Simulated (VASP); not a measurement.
Crystal: Re.

```
Re
1.0
     0.00000    1.95772    1.95772
     1.95772    0.00000    1.95772
     1.95772    1.95772    0.00000
Re
1
Direct
  0.00000 0.00000 0.00000
```

```yaml
Program: VASP 6.6.1
Task: relaxation of cell and atoms
Functional: PBE
Dispersion: D3(BJ)
Potentials_or_basis: VASP PAW PBE potentials, release 64 (Re)
Cutoff: 600 eV
k_mesh: 18 × 18 × 18
Occupations: gaussian, width 0.1 eV
Spin: no spin polarisation
```

At the start: pressure -7.5 GPa; volume 15.01 Å³/atom.

Problem. How do energy, volume and symmetry change on relaxing?

Solution. Over 4 steps the energy falls by 7.3 meV/atom and the volume is 14.71 Å³/atom (-2.0 %); space group Fm-3m (No. 225, to 0.05 Å).

Step by step:
```
step  energy change (eV)  largest force (eV/Å)  pressure (GPa)  volume (Å³)
   1              0.0000                0.0000           -7.54        15.01
   2              0.1266                0.0000           39.12        13.52
   3             -0.0072                0.0000           -0.30        14.72
   4             -0.0073                0.0000           -0.03        14.71
```

Final structure:
```yaml
crystal:
  lattice:
    - [0.00000, 1.94460, 1.94460]
    - [1.94460, 0.00000, 1.94460]
    - [1.94460, 1.94460, 0.00000]
  atoms:
    - { symbol: Re, position: [0.00000, 0.00000, 0.00000] }
```

Caveat: pairwise dispersion overbinds metals, which lowers pressure and volume.
